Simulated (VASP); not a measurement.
Here is a VASP 6.6.1 calculation.

The input INCAR:

```
SYSTEM = Ti
  ALGO = Normal
  EDIFF = 1E-6
  ENCUT = 520
  GGA = PE
  ISIF = 2
  ISMEAR = 0
  ISPIN = 2
  LASPH = .TRUE.
  LCHARG = .TRUE.
  LELF = .TRUE.
  LMAXMIX = 4
  LORBIT = 11
  LREAL = .FALSE.
  LVHAR = .TRUE.
  LWAVE = .FALSE.
  MAGMOM = 0.625
  NBANDS = 16
  NELM = 150
  NUPDOWN = 0.625
  PREC = Accurate
  SIGMA = 0.15
```

Contents of KPOINTS:

```
k-points
0
G
  20 20 20
  0 0 0
```

POSCAR

```
Ti
1.0
    0.0000000000      2.0140264001      2.0140264001
    2.0140264001      0.0000000000      2.0140264001
    2.0140264001      2.0140264001      0.0000000000
Ti
1
Direct
    0.0000000000      0.0000000000      0.0000000000
```

Potentials or basis: VASP PAW PBE potentials, release 64 (Ti_sv).

Run with:

```bash
$ cat potpaw_PBE.64/Ti_sv/POTCAR > POTCAR
$ mpirun -np 1 vasp_std > vasp.out
```

Task: What does it give for the pressure?

Result: 8.4 GPa.

Caveat: the cell stands under pressure; the total moment is fixed, so each spin has its own Fermi level and the state may be an excited one.
